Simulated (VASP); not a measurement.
# Ir (I4/mmm) in VASP: further runs, part 2 of 2

VASP 6.6.1. The steps go on from the part before.

### 5 Single point, LDA (14.57 Å³/atom)

This run uses another cell than the first one, of 14.57 Å³/atom.

File INCAR:

```
  PREC = Accurate
  ENCUT = 520
  EDIFF = 1E-6
  ISMEAR = 0
  SIGMA = 0.15
  LREAL = F
  LASPH = T
  NELM = 100
  ALGO = Fast
  ISIF = 2
  LWAVE = F
  LCHARG = F
  GGA = CA
  NBANDS = 10
```

File KPOINTS:

```
regular mesh
0
Gamma
  22 22 22
```

File POSCAR:

```
Ir
1.0
    0.0000000000      2.2624383394      1.4235262032
    2.2624383394      0.0000000000      1.4235262032
    2.2624383394      2.2624383394      0.0000000000
Ir
1
Direct
    0.0000000000      0.0000000000      0.0000000000
```

Potentials or basis: VASP PAW LDA potentials, release 64 (Ir).

Launch:

```
> cat potpaw_LDA.64/Ir/POTCAR > POTCAR
> mpirun -np 1 vasp_std > vasp.out
```

OUTCAR:

```text
PREC = Accurate
   ENCUT = 520
   EDIFF = 1E-6
   ISMEAR = 0
   LREAL = F
   LASPH = T
   NELM = 100
   ISIF = 2
   GGA = CA

 ion  position               nearest neighbor table
   1  0.000  0.000  0.000-

  LATTYP: Found a body centered tetragonal cell.
 ALAT       =     3.1995709836
 C/A-ratio  =     0.8898231735

  Lattice vectors:

 A1 = (   0.0000000000,  -2.2624383394,  -1.4235262032)
 A2 = (   0.0000000000,   2.2624383394,  -1.4235262032)
 A3 = (   2.2624383394,   0.0000000000,   1.4235262032)

Analysis of symmetry for initial positions (statically):
=====================================================================
 Subroutine PRICEL returns:
 Original cell was already a primitive cell.

 Routine SETGRP: Setting up the symmetry group for a
 body centered tetragonal supercell.

 Subroutine GETGRP returns: Found 16 space group operations
 (whereof 16 operations were pure point group operations)
 out of a pool of 16 trial point group operations.

The static configuration has the point symmetry D_4h.

Analysis of symmetry for dynamics (positions and initial velocities):
[... 167 lines left out ...]
      1      -0.9926      2.00000
      2       5.2141      2.00000
      3       6.4859      2.00000
      4       6.4859      2.00000
      5       7.8387      2.00000
      6       9.8303      0.00160
      7      25.7451      0.00000
      8      25.7451      0.00000
      9      28.4528      0.00000
     10      36.8686      0.00000
[... 287 lines left out ...]
 k-point    24 :      -0.4545    0.0455    0.0000
  band No.  band energies     occupation
      1       2.2406      2.00000
      2       3.8899      2.00000
      3       8.4619      2.00000
      4       8.9473      2.00000
      5      10.8322      0.00000
      6      11.5454      0.00000
      7      18.5278      0.00000
      8      22.7798      0.00000
      9      25.5427      0.00000
     10      34.4291      0.00000

 [... further k-points ...]

------------------------ aborting loop because EDIFF is reached ----------------------------------------

  FORCE on cell =-STRESS in cart. coord.  units (eV):
  Direction    XX          YY          ZZ          XY          YZ          ZX
  --------------------------------------------------------------------------------------
  -------------------------------------------------------------------------------------
  Total        0.3937083      0.3937083     -2.6903293      0.0000000      0.0000000      0.0000000
  in kB       43.2848729     43.2848729   -295.7788103      0.0000000      0.0000000      0.0000000
  external PRESSURE =     -69.7363549 kB  Pullay stress =       0.0000000 kB

 VOLUME and BASIS-vectors are now :
 -----------------------------------------------------------------------------
  energy-cutoff  :      520.00
  volume of cell :       14.57
      direct lattice vectors                 reciprocal lattice vectors
     0.000000000  2.262438339  1.423526203    -0.221000498  0.221000498  0.351240461
     2.262438339  0.000000000  1.423526203     0.221000498 -0.221000498  0.351240461
     2.262438339  2.262438339  0.000000000     0.221000498  0.221000498 -0.351240461

 POSITION                                       TOTAL-FORCE (eV/Angst)
 -----------------------------------------------------------------------------------
      0.00000      0.00000      0.00000         0.000000      0.000000      0.000000
 -----------------------------------------------------------------------------------
    total drift:                                0.000000     -0.000000     -0.000000

  FREE ENERGIE OF THE ION-ELECTRON SYSTEM (eV)
  ---------------------------------------------------
  free  energy   TOTEN  =        -9.8304376622 eV

  energy  without entropy=       -9.8106665806  energy(sigma->0) =       -9.82055212
```

OSZICAR:

```text
N       E                     dE             d eps       ncg     rms          rms(c)
DAV:   1     0.473627380401E+02    0.47363E+02   -0.43376E+03 16792   0.819E+02
DAV:   2    -0.944109955611E+01   -0.56804E+02   -0.54235E+02 17050   0.196E+02
DAV:   3    -0.103829425928E+02   -0.94184E+00   -0.93694E+00 19358   0.311E+01
DAV:   4    -0.103923302639E+02   -0.93877E-02   -0.93855E-02 19188   0.287E+00
DAV:   5    -0.103925297630E+02   -0.19950E-03   -0.19950E-03 19370   0.402E-01    0.150E+01
RMM:   6    -0.991119967879E+01    0.48133E+00   -0.38446E-01 17295   0.771E+00    0.607E+00
RMM:   7    -0.983481380945E+01    0.76386E-01   -0.16222E-01 17546   0.347E+00    0.177E+00
RMM:   8    -0.983288578251E+01    0.19280E-02   -0.18831E-02 20172   0.192E+00    0.119E+00
RMM:   9    -0.983132079321E+01    0.15650E-02   -0.40018E-03 19911   0.515E-01    0.436E-01
RMM:  10    -0.983043437453E+01    0.88642E-03   -0.19448E-03 18099   0.650E-01    0.892E-02
RMM:  11    -0.983043772370E+01   -0.33492E-05   -0.19166E-04 19250   0.108E-01    0.513E-02
RMM:  12    -0.983044068991E+01   -0.29662E-05   -0.35484E-05 23837   0.458E-02    0.479E-02
RMM:  13    -0.983044177425E+01   -0.10843E-05   -0.41129E-06 17003   0.135E-02    0.455E-02
RMM:  14    -0.983042997063E+01    0.11804E-04   -0.16347E-05 19787   0.544E-02    0.510E-02
RMM:  15    -0.983043152035E+01   -0.15497E-05   -0.14885E-05 20247   0.444E-02    0.886E-02
RMM:  16    -0.983043683883E+01   -0.53185E-05   -0.50954E-06 18301   0.229E-02    0.111E-01
RMM:  17    -0.983043766219E+01   -0.82335E-06   -0.84320E-07  9831   0.981E-03
   1 F= -.98304377E+01 E0= -.98205521E+01  d E =-.197711E-01
```

stdout:

```text
POSCAR found type information on POSCAR Ir
 POSCAR found :  1 types and       1 ions
 scaLAPACK will be used
 LDA part: xc-table for (Slater(with rela. corr.)+CA(PZ))
 , standard interpolation
 POSCAR, INCAR and KPOINTS ok, starting setup
 FFT: planning ... GRIDC
 FFT: planning ... GRID_SOFT
 FFT: planning ... GRID
 WAVECAR not read
 entering main loop
```

Wall time 3.5 min (1 thread of Intel Xeon 8259CL, shared host); peak memory 0.24 GiB.

Results:

- Free energy: -9.8304 eV
- Pressure: -7.0 GPa
- Band gap on the k mesh: zero (an odd number of electrons rules out a gap without spin polarisation)

Stress tensor (GPa, compression positive):
```
  4.33   0.00   0.00
  0.00   4.33   0.00
  0.00   0.00 -29.58
```

Caveat: the stress differs along the axes, from -30 to 4 GPa; spin-orbit coupling is left out, which moves the levels of the heavy elements.

### 6 Single point, LDA (14.57 Å³/atom)

This run uses another cell than the first one, of 14.57 Å³/atom.

File INCAR:

```
PREC = Accurate
ENCUT = 520
EDIFF = 1E-7
ISMEAR = 0
SIGMA = 0.15
LREAL = F
LASPH = T
NELM = 80
ALGO = Fast
ISIF = 2
LWAVE = F
LCHARG = F
GGA = CA
NBANDS = 10
```

File KPOINTS:

```
Automatic mesh
0
Gamma
  22 22 22
```

File POSCAR:

```
Ir
1.0
    0.0000000000      2.0410936996      1.7490131912
    2.0410936996      0.0000000000      1.7490131912
    2.0410936996      2.0410936996      0.0000000000
Ir
1
Direct
    0.0000000000      0.0000000000      0.0000000000
```

Potentials or basis: VASP PAW LDA potentials, release 64 (Ir).

Launch:

```
> cat potpaw_LDA.64/Ir/POTCAR > POTCAR
> mpirun -np 1 vasp_std > vasp.out
```

OUTCAR:

```text
PREC = Accurate
   ENCUT = 520
   EDIFF = 1E-7
   ISMEAR = 0
   LREAL = F
   LASPH = T
   NELM = 80
   ISIF = 2
   GGA = CA

 ion  position               nearest neighbor table
   1  0.000  0.000  0.000-

  LATTYP: Found a body centered tetragonal cell.
 ALAT       =     2.8865423920
 C/A-ratio  =     1.2118396016

  Lattice vectors:

 A1 = (   0.0000000000,  -2.0410936996,  -1.7490131912)
 A2 = (   0.0000000000,   2.0410936996,  -1.7490131912)
 A3 = (   2.0410936996,   0.0000000000,   1.7490131912)

[... 490 lines left out ...]
     10      31.0750      0.00000

 [... further k-points ...]

------------------------ aborting loop because EDIFF is reached ----------------------------------------

  FORCE on cell =-STRESS in cart. coord.  units (eV):
  Direction    XX          YY          ZZ          XY          YZ          ZX
  --------------------------------------------------------------------------------------
  -------------------------------------------------------------------------------------
  Total       -2.3651936     -2.3651936      1.4757688      0.0000000     -0.0000000      0.0000000
  in kB     -260.0329110   -260.0329110    162.2482164      0.0000000     -0.0000000      0.0000000
  external PRESSURE =    -119.2725352 kB  Pullay stress =       0.0000000 kB

 VOLUME and BASIS-vectors are now :
 -----------------------------------------------------------------------------
  energy-cutoff  :      520.00
  volume of cell :       14.57
      direct lattice vectors                 reciprocal lattice vectors
     0.000000000  2.041093700  1.749013191    -0.244966706  0.244966706  0.285875488
     2.041093700  0.000000000  1.749013191     0.244966706 -0.244966706  0.285875488
     2.041093700  2.041093700  0.000000000     0.244966706  0.244966706 -0.285875488

 POSITION                                       TOTAL-FORCE (eV/Angst)
 -----------------------------------------------------------------------------------
      0.00000      0.00000      0.00000        -0.000000     -0.000000      0.000000
 -----------------------------------------------------------------------------------
    total drift:                                0.000000     -0.000000      0.000000

  FREE ENERGIE OF THE ION-ELECTRON SYSTEM (eV)
  ---------------------------------------------------
  free  energy   TOTEN  =       -10.0737083774 eV

  energy  without entropy=      -10.0599886343  energy(sigma->0) =      -10.06684851
```

stdout:

```text
POSCAR found type information on POSCAR Ir
 POSCAR found :  1 types and       1 ions
 scaLAPACK will be used
 LDA part: xc-table for (Slater(with rela. corr.)+CA(PZ))
 , standard interpolation
 POSCAR, INCAR and KPOINTS ok, starting setup
 FFT: planning ... GRIDC
 FFT: planning ... GRID_SOFT
 FFT: planning ... GRID
 WAVECAR not read
 entering main loop
```

Wall time 3.8 min (1 thread of Intel Xeon 8259CL, shared host); peak memory 0.24 GiB.

Results:

```yaml
Free_energy: -10.0737 eV
Pressure: -11.9 GPa
Band_gap_on_the_k_mesh: zero (an odd number of electrons rules out a gap without spin polarisation)
```

Levels at points of the mesh, in eV from the Fermi level:
```csv
k point,band 1,band 2,band 3,band 4,band 5,band 6,band 7,band 8,band 9
"(0.00, 0.00, 0.00)",-10.71,-4.04,-4.04,-2.35,-2.34,-0.17,14.91,18.35,18.35
"(0.50, 0.00, 0.00)",-7.70,-4.70,-2.54,-0.48,0.30,1.53,7.25,13.65,18.29
"(0.50, 0.50, 0.00)",-7.32,-7.10,0.92,1.52,1.52,4.18,9.84,9.84,12.88
"(0.50, 0.00, 0.50)",-7.55,-6.66,0.56,0.58,0.83,2.08,9.00,11.95,13.65
```

Caveat: the stress differs along the axes, from -26 to 16 GPa; spin-orbit coupling is left out, which moves the levels of the heavy elements.

### 7 Overview

```csv
cell,gap on the mesh (eV),pressure (GPa)
"a = 2.665, b = 2.665, c = 2.862 Å, angles 57.5, 57.5, 65.0°, 1 atom",none,-3.0
"a = 2.650, b = 2.650, c = 3.172 Å, angles 53.2, 53.2, 73.5°, 1 atom",none,2.9
"a = 2.688, b = 2.688, c = 2.789 Å, angles 58.7, 58.7, 62.5°, 1 atom",none,-6.2
"a = 2.673, b = 2.673, c = 3.200 Å, angles 53.2, 53.2, 73.5°, 1 atom",none,-7.0
"a = 2.688, b = 2.688, c = 2.887 Å, angles 57.5, 57.5, 65.0°, 1 atom",none,-11.9
```

Alike in all rows: task single point; level LDA; potentials or basis VASP PAW LDA potentials, release 64 (Ir); no spin polarisation; k mesh 22 × 22 × 22; cutoff (eV) 520; smearing gaussian 0.15 eV.

Caveats: spin-orbit coupling is left out, which moves the levels of the heavy elements; the stress differs along the axes, from -18 to 27 GPa (at least some runs); the stress differs along the axes, from -21 to 15 GPa (at least some runs); the stress differs along the axes, from -15 to 12 GPa (at least some runs); the stress differs along the axes, from -30 to 4 GPa (at least some runs); the stress differs along the axes, from -26 to 16 GPa (at least some runs).

Total energies depend on the potentials used, so only differences within one code and one set of settings carry meaning.
